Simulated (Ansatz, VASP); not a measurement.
## C in VASP and in Ansatz

```
CELL_PARAMETERS angstrom
2.12732 -1.22828 0.00000
2.12732 1.22828 0.00000
-1.37907 0.00000 3.50283
ATOMIC_POSITIONS crystal
C 0.16664 0.16664 0.99991
C 0.83336 0.83336 0.00009
```

Alike in both runs: task relaxation of cell and atoms; functional PBEsol; k mesh 13 × 13 × 8; occupations fermi-dirac, width 0.05 eV; no spin polarisation.

```csv
,VASP,Ansatz
version,VASP 6.6.1,Ansatz 0.2.0
potentials or method,"VASP PAW PBE potentials, release 64 (C)",Ansatz PAW
plane-wave cutoff (eV),600,420
valence electrons in the cell,8,8
```

Ansatz gave:

| Item | Value |
| --- | --- |
| gap on the k mesh at the Fermi level, each at its own relaxed structure (eV) | 1.06 |
| relaxed volume (Å³/atom) | 9.56 |
| relaxed length of the cell vector where the two differ most in proportion (Å) | 3.913 |

Estimate VASP's values.

gap on the k mesh at the Fermi level, each at its own relaxed structure (eV): 0.99; relaxed volume (Å³/atom): 9.36; relaxed length of the cell vector where the two differ most in proportion (Å): 3.837.

VASP's potentials were made for PBE, not for PBEsol.

Noted on Ansatz's run: odd divisions of the mesh miss points on the zone boundary, where band edges often lie, so the gap on the mesh can be too wide; the plane-wave basis is chosen anew once the cell has moved, so the energies of steps on either side of that aren't comparable.
